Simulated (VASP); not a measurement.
# Cu (Im-3m) in VASP: notebook, part 2 of 2

VASP 6.6.1. The steps go on from the part before.

### 3 Relaxation of cell and atoms, LDA

This run uses another cell than the first one, of 11.81 Å³/atom, 0.965 times its volume.

INCAR reads:

```
SYSTEM = Cu
PREC = Accurate
ENCUT = 600
EDIFF = 1E-6
ISMEAR = -1
SIGMA = 0.1
LREAL = .False.
LASPH = .True.
NELM = 80
ALGO = Normal
ISIF = 3
LWAVE = .False.
LCHARG = .False.
GGA = CA
IBRION = 2
NSW = 80
EDIFFG = -0.01
```

KPOINTS reads:

```
Automatic mesh
0
Gamma
  15 15 15
  0 0 0
```

POSCAR reads:

```
Cu
1.0
   -1.4345978267      1.4345978267      1.4345978267
    1.4345978267     -1.4345978267      1.4345978267
    1.4345978267      1.4345978267     -1.4345978267
Cu
1
Direct
    0.0000000000      0.0000000000      0.0000000000
```

Potentials or basis: VASP PAW LDA potentials, release 64 (Cu).

Launch:

```sh
$ cat potpaw_LDA.64/Cu/POTCAR > POTCAR
$ mpirun -np 1 vasp_std > vasp.out
```

It took 14 s on 1 thread of Intel Xeon 6975P-C (Granite Rapids), shared host; peak memory 0.13 GiB.

The run converged. Its results:

* Free energy: -4.6764 eV
* Relaxed volume: 10.98 Å³/atom
* Relaxed cell: a = 2.425 Å, b = 2.425 Å, c = 2.425 Å, α = 109.47°, β = 109.47°, γ = 109.47°
* Space group after relaxing (to 0.05 Å): Im-3m (No. 229)
* Energy gained by relaxing: 30.9 meV/atom
* Ionic steps: 3
* Pressure after relaxing: -0.1 GPa

The path:
```tsv
step	energy change (eV)	largest force (eV/Å)	pressure (GPa)	volume (Å³)
1	0.0000	0.0000	-11.04	11.81
2	-0.0165	0.0000	9.60	10.47
3	-0.0309	0.0000	-0.07	10.98
```

Final structure:
```xyz
1
Lattice="-1.4002 1.4002 1.4002 1.4002 -1.4002 1.4002 1.4002 1.4002 -1.4002" Properties=species:S:1:pos:R:3 pbc="T T T"
Cu    0.0000    0.0000    0.0000
```

Levels at points of the mesh, in eV from the Fermi level:
| k point | band 2 | band 3 | band 4 | band 5 | band 6 | band 7 | band 8 | band 9 |
| --- | --- | --- | --- | --- | --- | --- | --- | --- |
| (0.00, 0.00, 0.00) | -3.35 | -3.35 | -3.35 | -2.21 | -2.21 | 25.87 | 25.87 | 25.87 |

### 4 Single point, LDA

This run uses another cell than the first one, of 10.93 Å³/atom, 0.893 times its volume.

INCAR reads:

```
SYSTEM = Cu
  ALGO = Normal
  EDIFF = 1E-6
  ENCUT = 520
  GGA = CA
  ISIF = 2
  ISMEAR = -1
  LASPH = .True.
  LCHARG = .True.
  LELF = .True.
  LREAL = .False.
  LVHAR = .True.
  LWAVE = .False.
  NBANDS = 12
  NELM = 60
  PREC = Accurate
  SIGMA = 0.1
```

KPOINTS reads:

```
k-points
0
Gamma
  26 26 26
  0 0 0
```

POSCAR reads:

```
Cu
1.0
   -1.3978609273      1.3978609273      1.3978609273
    1.3978609273     -1.3978609273      1.3978609273
    1.3978609273      1.3978609273     -1.3978609273
Cu
1
Direct
    0.0000000000      0.0000000000      0.0000000000
```

Launch:

```sh
$ cat potpaw_LDA.64/Cu/POTCAR > POTCAR
$ mpirun -np 1 vasp_std > vasp.out
```

Wall time 25 s (1 thread of Intel Xeon 6975P-C (Granite Rapids), shared host); peak memory 0.16 GiB.

It converged, with:

| Item | Value |
| --- | --- |
| Free energy | -4.6727 eV |
| Pressure | 0.9 GPa |

Levels at points of the mesh, in eV from the Fermi level:
```
           k point  band 2  band 3  band 4  band 5  band 6  band 7  band 8  band 9
(0.00, 0.00, 0.00)   -3.42   -3.42   -3.42   -2.26   -2.26   25.88   25.88   25.88
(0.50, 0.00, 0.00)   -4.22   -2.31   -2.14   -1.44   -0.78    4.75   18.15   18.38
(0.50, 0.50, 0.50)   -5.13   -1.63   -1.63   -1.63    8.48    8.48    8.48   14.31
```

### 5 Single point, LDA, non-collinear spin, zero start, spin-orbit coupling

This run uses another cell than the first one, of 10.93 Å³/atom, 0.893 times its volume.

INCAR reads:

```
ALGO = Normal
EDIFF = 1E-6
ENCUT = 520
GGA_COMPAT = F
ISIF = 2
ISMEAR = -1
LASPH = T
LCHARG = T
LMAXMIX = 4
LORBIT = 11
LORBMOM = T
LREAL = F
LSORBIT = T
LVHAR = T
LWAVE = F
MAGMOM = 0 0 0
NBANDS = 22
NELM = 150
PREC = Accurate
SIGMA = 0.1
```

KPOINTS reads:

```
k-points
0
Gamma
  16 16 16
```

POSCAR is that of step 4.

Potentials or basis: VASP PAW LDA potentials, release 64 (Cu).

Launch:

```sh
$ cat potpaw_LDA.64/Cu/POTCAR > POTCAR
$ mpirun -np 1 vasp_ncl > vasp.out
```

OUTCAR:

```text
EDIFF = 1E-6
   ENCUT = 520
   ISIF = 2
   ISMEAR = -1
   LASPH = T
   LORBIT = 11
   LREAL = F
   LSORBIT = T
   NELM = 150
   PREC = Accurate

 ion  position               nearest neighbor table
   1  0.000  0.000  0.000-

  LATTYP: Found a body centered cubic cell.
 ALAT       =     2.7957218546

  Lattice vectors:

 A1 = (  -1.3978609273,   1.3978609273,   1.3978609273)
 A2 = (   1.3978609273,  -1.3978609273,   1.3978609273)
 A3 = (   1.3978609273,   1.3978609273,  -1.3978609273)

Analysis of symmetry for initial positions (statically):
=====================================================================
 Subroutine PRICEL returns:
 Original cell was already a primitive cell.

[... 846 lines left out ...]
 ----------------------------------------
           -0.000  -0.000  -0.000

 Spin-Orbit-Coupling matrix elements

 Ion:    1  E_soc:     -0.0134949
 l=   1
     0.0000000    -0.0004072    -0.0004072
    -0.0004072     0.0000000    -0.0004072
    -0.0004072    -0.0004072     0.0000000
 l=   2
     0.0000000    -0.0003552     0.0000000    -0.0003552    -0.0014867
    -0.0003552     0.0000000    -0.0011150    -0.0003552    -0.0003717
     0.0000000    -0.0011150     0.0000000    -0.0011150     0.0000000
    -0.0003552    -0.0003552    -0.0011150     0.0000000    -0.0003717
    -0.0014867    -0.0003717     0.0000000    -0.0003717     0.0000000
 l=   3
     0.0000000     0.0000000     0.0000000     0.0000000     0.0000000     0.0000000     0.0000000
     0.0000000     0.0000000     0.0000000     0.0000000     0.0000000     0.0000000     0.0000000
     0.0000000     0.0000000     0.0000000     0.0000000     0.0000000     0.0000000     0.0000000
     0.0000000     0.0000000     0.0000000     0.0000000     0.0000000     0.0000000     0.0000000
     0.0000000     0.0000000     0.0000000     0.0000000     0.0000000     0.0000000     0.0000000
     0.0000000     0.0000000     0.0000000     0.0000000     0.0000000     0.0000000     0.0000000
     0.0000000     0.0000000     0.0000000     0.0000000     0.0000000     0.0000000     0.0000000

 total charge

# of ion       s       p       d       tot
------------------------------------------
    1        0.477   0.444   9.187  10.108

 magnetization (x)

# of ion       s       p       d       tot
------------------------------------------
    1        0.000   0.000  -0.000   0.000

 magnetization (y)

# of ion       s       p       d       tot
------------------------------------------
    1        0.000  -0.000  -0.000  -0.000

 magnetization (z)

# of ion       s       p       d       tot
------------------------------------------
    1       -0.000  -0.000  -0.000  -0.000
```

OSZICAR:

```text
N       E                     dE             d eps       ncg     rms          rms(c)
DAV:   1     0.619265363610E+02    0.61927E+02   -0.50041E+03  7604   0.186E+03
DAV:   2    -0.259584122287E+00   -0.62186E+02   -0.57362E+02  6470   0.275E+02
DAV:   3    -0.561578665124E+01   -0.53562E+01   -0.50558E+01  7338   0.875E+01
DAV:   4    -0.568907475831E+01   -0.73288E-01   -0.73225E-01  7144   0.113E+01
DAV:   5    -0.569012415932E+01   -0.10494E-02   -0.10494E-02  7550   0.127E+00    0.795E+00
DAV:   6    -0.502480291116E+01    0.66532E+00   -0.40563E+00  7340   0.821E+01    0.364E+00
DAV:   7    -0.469449434215E+01    0.33031E+00   -0.83233E-01  7374   0.330E+01    0.677E-01
DAV:   8    -0.467773811285E+01    0.16756E-01   -0.82310E-03  8878   0.118E+00    0.246E-01
DAV:   9    -0.467643638007E+01    0.13017E-02   -0.88156E-04  9498   0.118E+00    0.140E-02
DAV:  10    -0.467644586491E+01   -0.94848E-05   -0.53562E-05  6892   0.805E-02    0.806E-03
DAV:  11    -0.467644710264E+01   -0.12377E-05   -0.81247E-07  6234   0.159E-02    0.217E-03
DAV:  12    -0.467644726314E+01   -0.16050E-06   -0.22624E-07  4258   0.700E-03
   1 F= -.46764473E+01 E0= -.46699058E+01  d E =-.130830E-01  mag=    -0.0000     0.0000    -0.0000
```

Run time: 31 s. Hardware: 1 thread of Intel Xeon 6975P-C (Granite Rapids), shared host; peak memory 0.17 GiB.

What came out:

```yaml
Free_energy: -4.6764 eV
Pressure: 0.9 GPa
Net_moment: 0.00 μB per cell
Valence_electrons_inside_the_program's_atomic_spheres: Cu 10.11
```

Moments on the atoms (μB; x, y, z):
```
Cu  0.00 0.00 0.00
```

### 6 Overview

```csv
task,spin,cell,k mesh,cutoff (eV),gap on the mesh (eV),pressure (GPa)
single point,off,"a = 2.514 Å, angles 109.5°, 1 atom",18 × 18 × 18,520,none,-15.0
relaxation of cell and atoms,off,"relaxed from a = 2.485 Å, angles 109.5°, 1 atom",15 × 15 × 15,600,none,-0.1
single point,off,"a = 2.421 Å, angles 109.5°, 1 atom",26 × 26 × 26,520,none,0.9
single point,"non-collinear, zero start, SOC","a = 2.421 Å, angles 109.5°, 1 atom",16 × 16 × 16,520,-,0.9
```

Alike in all rows: level LDA; potentials or basis VASP PAW LDA potentials, release 64 (Cu); smearing fermi-dirac 0.1 eV.

Total energies depend on the potentials used, so only differences within one code and one set of settings carry meaning.
